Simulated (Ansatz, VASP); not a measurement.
# BeTe in VASP and in Ansatz

File POSCAR:

```
BeTe
1.0
    0.0000000000      2.9134823342      2.9134823342
    2.9134823342      0.0000000000      2.9134823342
    2.9134823342      2.9134823342      0.0000000000
Be Te
1 1
Direct
    0.0000000000      0.0000000000      0.0000000000
    0.2500000000      0.2500000000      0.2500000000
```

Contents of INCAR.step1:

```
ALGO = Normal
EDIFF = 1E-5
ENCUT = 520
GGA = PE
ISIF = 2
ISMEAR = 0
LASPH = True
LREAL = False
LWAVE = True
NBANDS = 11
NELM = 80
PREC = Accurate
SIGMA = 0.01
```

File INCAR.step2:

```
ALGO = Normal
EDIFF = 1E-6
ENCUT = 520
GGA = PE
HFSCREEN = 0.2079
ISIF = 2
ISMEAR = 0
ISTART = 1
LASPH = True
LCHARG = True
LELF = True
LHFCALC = True
LREAL = False
LVHAR = True
LWAVE = False
NBANDS = 11
NELM = 80
PREC = Accurate
PRECFOCK = Normal
SIGMA = 0.01
```

Contents of KPOINTS:

```
k-points
0
Gamma
  6 6 6
```

Input for Ansatz:

```yaml
crystal:
  lattice:
    - [0.0, 2.9134823342, 2.9134823342]
    - [2.9134823342, 0.0, 2.9134823342]
    - [2.9134823342, 2.9134823342, 0.0]
  atoms:
    - { symbol: Be, position: [0.0, 0.0, 0.0] }
    - { symbol: Te, position: [0.25, 0.25, 0.25] }
kpoints:
  mp_grid: { grid: [6, 6, 6] }
  band_path:
    path:
      - [0.0, 0.0, 0.0]
      - [-0.5, -0.5, 0.0]
      - [-0.375, -0.375, 0.25]
      - [-0.375, 0.0, 0.375]
      - [0.0, 0.0, 0.5]
      - [-0.5, -0.25, 0.25]
      - [0.0, 0.5, 0.5]
    npoints: 1
hamiltonian:
  xc: hse06
scf:
  occupations: { method: fixed }
  n_extra_bands: 4
output:
  forces: true
  stress: true
  eigenvalues: true
  write_density: true
  write_potential: true
  elf: true
  volumetric_format: npy
```

Change from the starting cell: hydrostatic strain +3.0%.

Alike in both runs: task single point; functional HSE06; k mesh 6 × 6 × 6; no spin polarisation.

|  | VASP | Ansatz |
| --- | --- | --- |
| version | VASP 6.6.1 | Ansatz 0.2.0 |
| potentials or method | VASP PAW PBE potentials, release 64 (Be, Te) | plane waves, PAW |
| plane-wave cutoff (eV) | 520 | 420 |
| occupations | gaussian, width 0.01 eV | fixed |
| valence electrons in the cell | 8 | 18 |

VASP gave:

* gap on the k mesh at the Fermi level (eV): 2.88
* pressure (GPa): -5.2

Task: What did Ansatz give for the same quantities?

Result: gap on the k mesh at the Fermi level (eV): 2.90; pressure (GPa): -5.1.

VASP's potentials hold 8 valence electrons a cell and Ansatz's 18, so a difference there can come from the potentials and not from the codes. Ansatz's warnings: stress exchange threshold loose, stress scf threshold loose.

Neither program's run includes spin-orbit coupling.
